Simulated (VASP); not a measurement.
# N: single point with PBE+D3(BJ)

System: N.

```
CELL_PARAMETERS angstrom
8.86210 0.00000 0.00000
0.00000 8.86210 0.00000
0.00000 0.00000 8.86210
ATOMIC_POSITIONS crystal
N 0.14423 0.36989 0.31169
N 0.18136 0.38013 0.19333
N 0.91340 0.05991 0.20678
N 0.84886 0.97416 0.26982
N 0.78261 0.62434 0.52847
N 0.86163 0.62213 0.43237
N 0.12549 0.95848 0.53544
N 0.13662 0.83746 0.56287
N 0.73358 0.89356 0.89435
N 0.80815 0.90077 0.79508
N 0.43358 0.63637 0.35610
N 0.42685 0.73174 0.27632
N 0.70662 0.30047 0.74202
N 0.80064 0.26359 0.66940
N 0.85450 0.53770 0.04948
N 0.91223 0.55299 0.94031
N 0.57979 0.29377 0.16322
N 0.61703 0.31467 0.28009
N 0.49610 0.00371 0.60177
N 0.52716 0.02095 0.48252
N 0.46415 0.58185 0.91745
N 0.43507 0.59437 0.79713
N 0.16536 0.83671 0.01770
N 0.20840 0.92259 0.93854
```

* Program: VASP 6.6.1
* Task: single point
* Functional: PBE
* Dispersion: D3(BJ)
* Potentials or basis: VASP PAW PBE potentials, release 64 (N_h)
* Cutoff: 910 eV
* k mesh: 1 × 1 × 1
* Occupations: fermi-dirac, width 0.05 eV
* Spin: no spin polarisation

* Pressure: -0.3 GPa
* Largest force: 0.227 eV/Å
* Dispersion energy per atom: -0.042 eV

Forces in eV/Å, atoms in the order of the input:
```
N    0.021 -0.007 -0.060
N   -0.023 -0.011  0.072
N   -0.067 -0.067  0.043
N    0.054  0.067 -0.043
N    0.020  0.004 -0.030
N   -0.025 -0.006  0.029
N    0.015 -0.223  0.040
N   -0.020  0.221 -0.036
N   -0.031  0.006  0.036
N    0.030  0.001 -0.028
N   -0.005  0.091 -0.083
N    0.006 -0.089  0.077
N   -0.019  0.011  0.016
N    0.025 -0.010 -0.027
N    0.032  0.009 -0.054
N   -0.016 -0.005  0.052
N    0.000 -0.008  0.031
N   -0.010  0.007 -0.035
N    0.015 -0.005 -0.036
N   -0.017  0.004  0.040
N    0.004 -0.004 -0.014
N    0.005  0.009  0.005
N    0.027  0.062 -0.048
N   -0.021 -0.057  0.052
```

Stress tensor (GPa, compression positive):
```
-0.22  0.01  0.06
 0.01 -0.27  0.05
 0.06  0.05 -0.33
```

Levels at points of the mesh, in eV from the Fermi level:
| k point | band 58 | band 59 | band 60 | band 61 | band 62 | band 63 |
| --- | --- | --- | --- | --- | --- | --- |
| (0.00, 0.00, 0.00) | -1.30 | -1.27 | -1.24 | 6.32 | 6.38 | 6.47 |

It took 2.1 min on 1 thread of Intel(R) Xeon(R) 6975P-C (Granite Rapids), with other jobs on the host, peak memory 1.1 GiB.

Caveat: the k points lie up to 0.71 Å⁻¹ apart; the cutoff is under 1.25 times the usual one of these potentials, so pressure, stress and relaxed cells hold a basis-set (Pulay) error.
